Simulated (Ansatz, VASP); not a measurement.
## One calculation of BN, two programs

```xyz
2
Lattice="0.0000 1.8075 1.7533 1.8075 0.0000 1.7533 1.8075 1.8075 0.0000" Properties=species:S:1:pos:R:3 pbc="T T T"
B     0.0000    0.0000    0.0000
N     2.7113    2.7113    2.6299
```

Change from the starting cell: zz strain of -3 %.

Alike in both runs: task single point; functional PBE; k mesh 13 × 13 × 13; occupations fermi-dirac, width 0.03 eV; no spin polarisation.

|  | VASP | Ansatz |
| --- | --- | --- |
| version | VASP 6.6.1 | Ansatz 0.2.0 |
| potentials or method | VASP PAW PBE potentials, release 64 (B, N), cutoff 520 eV | all-electron LAPW, scalar-relativistic |

```tsv
	VASP	Ansatz	Ansatz less VASP
gap on the k mesh at the Fermi level (eV)	4.03	4.04	+0.009
pressure (GPa)	15.7	15.3	-0.35
traceless stress, the component that is largest in VASP (GPa)	12.29	12.30	+0.015
```

Ansatz ran all-electron here, and VASP with PAW potentials.
